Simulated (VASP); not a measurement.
Write the native input for VASP 6.6.1 that does the following.

```
Task                   : relaxation of cell and atoms
Functional             : PBE
Potentials or basis    : VASP PAW PBE potentials, release 64 (In_d, Sb)
Cutoff                 : 600 eV
k mesh                 : 12 × 12 × 12
Occupations            : fermi-dirac, width 0.08 eV
Spin                   : no spin polarisation
Dipole correction      : no
Further INCAR settings : ALGO = Normal; EDIFF = 1e-06; IBRION = 2; EDIFFG = -0.005; NSW = 100; ISIF = 3
```

The structure of InSb (rocksalt type) lies in POSCAR:

```
InSb
1.0
    0.0000000000      2.9473523161      2.9473523161
    2.9473523161      0.0000000000      2.9473523161
    2.9473523161      2.9473523161      0.0000000000
In Sb
1 1
Direct
    0.0000000000      0.0000000000      0.0000000000
    0.5000000000      0.5000000000      0.5000000000
```

The input as run:

INCAR

```
PREC = Accurate ; ENCUT = 600
EDIFF = 1E-6 ; ISMEAR = -1
SIGMA = 0.08 ; LREAL = False
LASPH = True ; NELM = 60
ALGO = Normal ; ISIF = 3
LWAVE = False ; LCHARG = False
GGA = PE ; IBRION = 2
NSW = 100 ; EDIFFG = -0.005
```

KPOINTS

```
Automatic mesh
0
Gamma
  12 12 12
```

Potentials or basis: VASP PAW PBE potentials, release 64 (In_d, Sb).

The run is started by

```bash
$ cat potpaw_PBE.64/In_d/POTCAR potpaw_PBE.64/Sb/POTCAR > POTCAR
$ mpirun -np 1 vasp_std > vasp.out
```

It gave:

- Relaxed volume: 29.05 Å³/atom
- Relaxed cell: a = 4.347 Å, b = 4.347 Å, c = 4.347 Å, α = 60.00°, β = 60.00°, γ = 60.00°
- Space group after relaxing (to 0.05 Å): Fm-3m (No. 225)
- Energy gained by relaxing: 78.6 meV/atom
- Ionic steps: 5
- Pressure after relaxing: 0.0 GPa
- Band gap on the k mesh: zero (band 9 reaches 7.16 eV, above the bottom of band 10 at 4.49 eV)

Caveat: spin-orbit coupling is left out, which moves the levels of the heavy elements.

Wall time 6 min on 1 thread of AMD EPYC 9R45, on a shared host, peak memory 0.22 GiB.
